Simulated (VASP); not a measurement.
Input of a VASP 6.6.1 run:

INCAR

```
SYSTEM = LiH
PREC = Accurate ; ENCUT = 520
EDIFF = 1E-7 ; ISMEAR = 0
SIGMA = 0.01 ; LREAL = .False.
LASPH = .True. ; NELM = 100
ALGO = Normal ; ISIF = 2
LWAVE = .False. ; LCHARG = .True.
GGA = PE ; LELF = .True.
LVHAR = .True. ; NBANDS = 12
```

The input KPOINTS:

```
regular mesh
0
Gamma
  6 6 2
  0 0 0
```

The input POSCAR:

```
LiH
1.0
    2.7343944437      0.0000000000      0.0000000000
   -1.3671972218      2.3680550522      0.0000000000
    0.0000000000      0.0000000000      4.7903521862
Li H
2 2
Direct
    0.0000000000      0.0000000000      0.0000000000
    0.0000000000      0.0000000000      0.5000000000
    0.3333333333      0.6666666667      0.2500000000
    0.6666666667      0.3333333333      0.7500000000
```

Potentials or basis: VASP PAW PBE potentials, release 64 (Li_sv, H).

The run is started by

```sh
$ cat potpaw_PBE.64/Li_sv/POTCAR potpaw_PBE.64/H/POTCAR > POTCAR
$ mpirun -np 1 vasp_std > vasp.out
```

Predict the band gap on the k mesh.

4.42 eV, indirect (least direct gap 5.01 eV).

Caveat: the k points lie up to 0.66 Å⁻¹ apart. A k mesh can miss the band edges.
